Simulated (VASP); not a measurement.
## Se: relaxation of cell and atoms with LDA

The system is Se.

```xyz
3
Lattice="3.9469 0.0000 0.0000 -1.9735 3.4181 0.0000 0.0000 0.0000 5.1190" Properties=species:S:1:pos:R:3 pbc="T T T"
Se    1.0079    0.0000    1.7063
Se   -0.5040    0.8729    3.4127
Se    1.4695    2.5453    0.0000
```

```yaml
Program: VASP 6.6.1
Task: relaxation of cell and atoms
Functional: LDA
Potentials_or_basis: VASP PAW LDA potentials, release 64 (Se)
Cutoff: 500 eV
k_mesh: 15 × 15 × 10
Occupations: gaussian, width 0.01 eV
Spin: no spin polarisation
Dipole_correction: no
Further_INCAR_settings: ALGO = Normal; EDIFF = 1e-07; IBRION = 2; EDIFFG = -0.002; NSW = 100; ISIF = 3
```

| Property | Result |
| --- | --- |
| Relaxed volume | 23.02 Å³/atom |
| Relaxed cell | a = 3.944 Å, b = 3.944 Å, c = 5.128 Å, α = 90.00°, β = 90.00°, γ = 120.00° |
| Space group after relaxing (to 0.1 Å) | P3_121 (No. 152) |
| Energy gained by relaxing | 0.1 meV/atom |
| Ionic steps | 9 |
| Pressure after relaxing | 0.0 GPa |
| Band gap on the k mesh | 0.26 eV |

Step by step:
```tsv
step	energy change (eV)	largest force (eV/Å)	pressure (GPa)	volume (Å³)
1	0.0000	0.0375	0.24	69.06
2	-0.0001	0.0124	-0.25	69.41
3	-0.0002	0.0095	-0.03	69.26
4	-0.0002	0.0078	-0.03	69.23
5	-0.0003	0.0028	-0.01	69.14
6	-0.0003	0.0070	0.02	68.96
7	-0.0003	0.0008	0.00	69.07
8	-0.0003	0.0010	0.00	69.07
9	-0.0003	0.0012	-0.01	69.07
```

Final structure:
```
Se
1.0
     3.94363    0.00000    0.00000
    -1.97182    3.41528    0.00000
     0.00000    0.00000    5.12831
Se
3
Direct
  0.25637 0.00000 0.33333
  0.00000 0.25637 0.66667
  0.74363 0.74363 0.00000
```

Levels at points of the mesh, in eV from the valence-band top:
```
           k point  band 6  band 7  band 8  band 9  band 10  band 11  band 12  band 13
(0.00, 0.00, 0.00)   -3.42   -1.98   -1.98   -0.72     1.30     1.30     1.98     6.17
(0.00, 0.00, 0.50)   -3.18   -1.52   -1.33   -1.33     0.71     0.71     0.72     5.23
```

It took 4.5 min on 1 thread of Intel(R) Xeon(R) 6975P-C (Granite Rapids), on a shared host, peak memory 0.28 GiB.

Caveat: semilocal functionals underestimate gaps, and a narrow one can read as zero. A k mesh can miss the band edges.
